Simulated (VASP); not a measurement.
Wanted: the native input for a VASP 6.6.1 run.

- Task: relaxation of cell and atoms
- Functional: PBEsol
- Dispersion: D4
- Potentials or basis: VASP PAW PBE potentials, release 64 (Ta_pv, Sc_sv, N)
- Cutoff: 600 eV
- k mesh: 10 × 10 × 3
- Occupations: fermi-dirac, width 0.05 eV
- Spin: no spin polarisation
- Dipole correction: no
- Further INCAR settings: ALGO = Normal; EDIFF = 1e-06; IBRION = 2; EDIFFG = -0.01; NSW = 60; ISIF = 3

The structure of ScTaN lies in POSCAR:

```
ScTaN
1.0
    3.0850655424      0.0000000000      0.0000000000
   -1.5425327712      2.6717451321      0.0000000000
    0.0000000000      0.0000000000     10.3401360000
Ta Sc N
2 2 2
Direct
    0.3333333333      0.6666666667      0.2456310000
    0.6666666667      0.3333333333      0.7543690000
    0.0000000000      0.0000000000      0.0000000000
    0.0000000000      0.0000000000      0.5000000000
    0.3333333333      0.6666666667      0.6298410000
    0.6666666667      0.3333333333      0.3701590000
```

These files were run (other wordings do the same):

INCAR

```
SYSTEM = ScTaN
PREC = Accurate ; ENCUT = 600
EDIFF = 1E-6 ; ISMEAR = -1
SIGMA = 0.05 ; LREAL = .FALSE.
LASPH = .TRUE. ; NELM = 80
ALGO = Normal ; ISIF = 3
LWAVE = .FALSE. ; LCHARG = .FALSE.
GGA = PS ; IVDW = 13
IBRION = 2 ; NSW = 60
EDIFFG = -0.01
```

KPOINTS

```
Automatic mesh
0
G
  10 10 3
  0 0 0
```

Potentials or basis: VASP PAW PBE potentials, release 64 (Ta_pv, Sc_sv, N).

Run with:

```sh
$ cat potpaw_PBE.64/Ta_pv/POTCAR potpaw_PBE.64/Sc_sv/POTCAR potpaw_PBE.64/N/POTCAR > POTCAR
$ mpirun -np 1 vasp_std > vasp.out
```

It gave:

```json
{
 "Relaxed volume": "13.62 Å³/atom",
 "Relaxed cell": "a = 3.045 Å, b = 3.045 Å, c = 10.180 Å, α = 90.00°, β = 90.00°, γ = 120.00°",
 "Space group after relaxing (to 0.05 Å)": "P-3m1 (No. 164)",
 "Energy gained by relaxing": "15.5 meV/atom",
 "Ionic steps": "10",
 "Pressure after relaxing": "0.0 GPa",
 "Largest force after relaxing": "0.008 eV/Å",
 "Band gap on the k mesh": "zero (band 27 reaches 7.02 eV, above the bottom of band 28 at 6.23 eV)",
 "Dispersion energy per atom": "-0.192 eV"
}
```

Caveat: the PAW data sets were made with another functional, which shifts forces and pressure a little; spin-orbit coupling is left out, which moves the levels of the heavy elements; pairwise dispersion overbinds metals, which lowers pressure and volume.

It took 14 min on 1 thread of Intel(R) Xeon(R) Platinum 8488C (Sapphire Rapids), with other jobs on the host, peak memory 0.33 GiB.
